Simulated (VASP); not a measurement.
Set up this calculation in VASP 6.6.1, as the native input.

```yaml
Task: single point
Functional: PBEsol
Dispersion: D3(BJ)
Potentials_or_basis: VASP PAW PBE potentials, release 64 (In_d, Sb)
Cutoff: 500 eV
k_mesh: 10 × 10 × 10
Occupations: gaussian, width 0.1 eV
Spin: no spin polarisation
Dipole_correction: no
Further_INCAR_settings: ALGO = Normal; EDIFF = 1e-06; NBANDS = 22
```

The structure of InSb3 lies in POSCAR:

```
InSb3
1.0
    0.0000000000      3.5487331696      3.5487331696
    3.5487331696      0.0000000000      3.5487331696
    3.5487331696      3.5487331696      0.0000000000
In Sb
1 3
Direct
    0.0000000000      0.0000000000      0.0000000000
    0.2500000000      0.2500000000      0.2500000000
    0.7500000000      0.7500000000      0.7500000000
    0.5000000000      0.5000000000      0.5000000000
```

These files were run (other wordings do the same):

INCAR

```
ALGO = Normal ; EDIFF = 1E-6
ENCUT = 500 ; GGA = PS
GGA_COMPAT = F ; ISIF = 2
ISMEAR = 0 ; IVDW = 12
LASPH = T ; LCHARG = F
LREAL = F ; LWAVE = F
NBANDS = 22 ; NELM = 120
PREC = Accurate ; SIGMA = 0.1
```

KPOINTS

```
k-points
0
Gamma
  10 10 10
```

Potentials or basis: VASP PAW PBE potentials, release 64 (In_d, Sb).

Run with:

```sh
$ cat potpaw_PBE.64/In_d/POTCAR potpaw_PBE.64/Sb/POTCAR > POTCAR
$ mpirun -np 1 vasp_std > vasp.out
```

It gave:

The pressure is 8.6 GPa. The band gap on the k mesh is zero (bands 14 and 15 overlap by 3.51 eV) and the dispersion energy per atom is -0.564 eV.

Caveat: the cell stands under pressure; the PAW data sets were made with another functional, which shifts forces and pressure a little; spin-orbit coupling is left out, which moves the levels of the heavy elements.

Wall time 2.1 min on 1 thread of Intel Xeon 8259CL (shared host), peak memory 0.29 GiB.
